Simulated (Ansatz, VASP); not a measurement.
## Ge in VASP and in Ansatz

```
Ge
1.0
     0.00000    2.88089    2.88089
     2.88089    0.00000    2.88089
     2.88089    2.88089    0.00000
Ge
2
Direct
  0.00000 0.00000 0.00000
  0.25000 0.25000 0.25000
```

Alike in both runs: functional PBE; k mesh 12 × 12 × 12; occupations fermi-dirac, width 0.05 eV; no spin polarisation.

Ansatz relaxed the structure, and its values are those at the end. VASP's run is a single point on that final structure, the one shown.

```csv
,VASP,Ansatz
version,VASP 6.6.1,Ansatz 0.2.0
potentials or method,"VASP PAW PBE potentials, release 64 (Ge_d), cutoff 520 eV",plane-wave PAW DFT
valence electrons in the cell,28,28
```

Ansatz gave:

```
pressure (GPa) : 0.0
```

Task: What did VASP give for the same quantities?

Result: Pressure (GPa): -0.1.

The functional is the same, so the differences come from potentials, cutoffs and numerics.
